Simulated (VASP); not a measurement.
Mg2Si3N:

```
Mg Si N
1.0
     3.71278    0.00000    0.00000
    -1.85639    3.21536    0.00000
     0.00000    0.00000    7.32911
Mg Si N
2 3 1
Direct
  0.33333 0.66667 0.75201
  0.33333 0.66667 0.24799
  0.66667 0.33333 0.00000
  0.00000 0.00000 0.50000
  0.00000 0.00000 0.00000
  0.66667 0.33333 0.50000
```

- Program: VASP 6.6.1
- Task: relaxation of cell and atoms
- Functional: PBE
- Potentials or basis: VASP PAW PBE potentials, release 64 (Mg, Si, N)
- Cutoff: 600 eV
- k mesh: 6 × 6 × 4
- Occupations: gaussian, width 0.1 eV
- Spin: no spin polarisation

At the start: pressure 10.8 GPa; volume 14.58 Å³/atom.

**Question.** How do energy, volume and symmetry change on relaxing?

**Answer.** Over 8 steps the energy falls by 76.8 meV/atom and the volume is 16.38 Å³/atom (+12.3 %); space group P-6m2 (No. 187, to 0.05 Å).

The path:
```
step  energy change (eV)  largest force (eV/Å)  pressure (GPa)  volume (Å³)
   1              0.0000                0.8602           10.84        87.49
   2             -0.3019                0.5583           -3.17       100.58
   3             -0.3374                0.6216           -0.33        97.04
   4             -0.3774                0.4496           -0.22        97.29
   5             -0.4373                0.2659           -0.10        97.83
   6             -0.4178                0.4190            1.32        98.81
   7             -0.4610                0.0056            0.32        98.24
   8             -0.4610                0.0218            0.35        98.26
```

Final structure:
```yaml
crystal:
  lattice:
    - [3.81352, 0.00000, 0.00000]
    - [-1.90676, 3.30260, 0.00000]
    - [0.00000, 0.00000, 7.80195]
  atoms:
    - { symbol: Mg, position: [0.33333, 0.66667, 0.72739] }
    - { symbol: Mg, position: [0.33333, 0.66667, 0.27261] }
    - { symbol: Si, position: [0.66667, 0.33333, 0.00000] }
    - { symbol: Si, position: [0.00000, 0.00000, 0.50000] }
    - { symbol: Si, position: [0.00000, 0.00000, 0.00000] }
    - { symbol: N, position: [0.66667, 0.33333, 0.50000] }
```
